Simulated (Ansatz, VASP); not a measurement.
## CdS: VASP beside Ansatz

The input INCAR:

```
SYSTEM = CdS
PREC = Accurate
ENCUT = 540
EDIFF = 1E-6
ISMEAR = -1
SIGMA = 0.05
LREAL = .False.
LASPH = .True.
NELM = 120
ALGO = Normal
ISIF = 2
LWAVE = .False.
LCHARG = .False.
NBANDS = 20
GGA_COMPAT = .False.
```

KPOINTS

```
Automatic mesh
0
Gamma
  8 8 8
  0 0 0
```

Contents of POSCAR:

```
CdS
1.0
    0.0000000000      2.7532440000      2.7532440000
    2.7532440000      0.0000000000      2.7532440000
    2.7532440000      2.7532440000      0.0000000000
Cd S
1 1
Direct
    0.0000000000      0.0000000000      0.0000000000
    0.5000000000      0.5000000000      0.5000000000
```

File input.yaml:

```yaml
crystal:
  lattice:
    - [0.0, 2.753244, 2.753244]
    - [2.753244, 0.0, 2.753244]
    - [2.753244, 2.753244, 0.0]
  atoms:
    - { symbol: Cd, position: [0.0, 0.0, 0.0] }
    - { symbol: S, position: [0.5, 0.5, 0.5] }
hamiltonian:
  xc: lda
  pseudopotentials: { kind: paw }
kpoints:
  mp_grid: { grid: [8, 8, 8] }
  band_path:
    path:
      - [[0.0, 0.0, 0.0], [0.5, 0.0, 0.5], [0.5, 0.25, 0.75], [0.375, 0.375, 0.75], [0.0, 0.0, 0.0], [0.5, 0.5, 0.5], [0.625, 0.25, 0.625], [0.5, 0.25, 0.75], [0.5, 0.5, 0.5], [0.375, 0.375, 0.75]]
      - [[0.625, 0.25, 0.625], [0.5, 0.0, 0.5]]
    npoints: 14
scf:
  occupations: { method: fermi_dirac, width: 0.05 }
  n_extra_bands: 6
output:
  forces: true
  stress: true
  eigenvalues: true
  fatbands: true
  write_density: true
  write_potential: true
  elf: true
  volumetric_format: npy
```

Alike in both runs: functional LDA; k mesh 8 × 8 × 8; occupations fermi-dirac, width 0.05 eV; no spin polarisation.

```csv
,VASP,Ansatz
version,VASP 6.6.1,Ansatz 0.2.0
potentials or method,"VASP PAW LDA potentials, release 64 (Cd_sv_GW, S)",Ansatz PAW
plane-wave cutoff (eV),540,420
valence electrons in the cell,26,26
task,single point,band structure
```

|  | VASP | Ansatz | Ansatz less VASP |
| --- | --- | --- | --- |
| gap on the k mesh at the Fermi level (eV) | none | none | - |
| pressure (GPa) | -8.0 | -6.9 | +1.10 |

LDA's correlation is that of Perdew and Zunger in VASP and of Perdew and Wang (1992) in Ansatz. A gap of «none» marks a metal or a gap that the smearing closes.
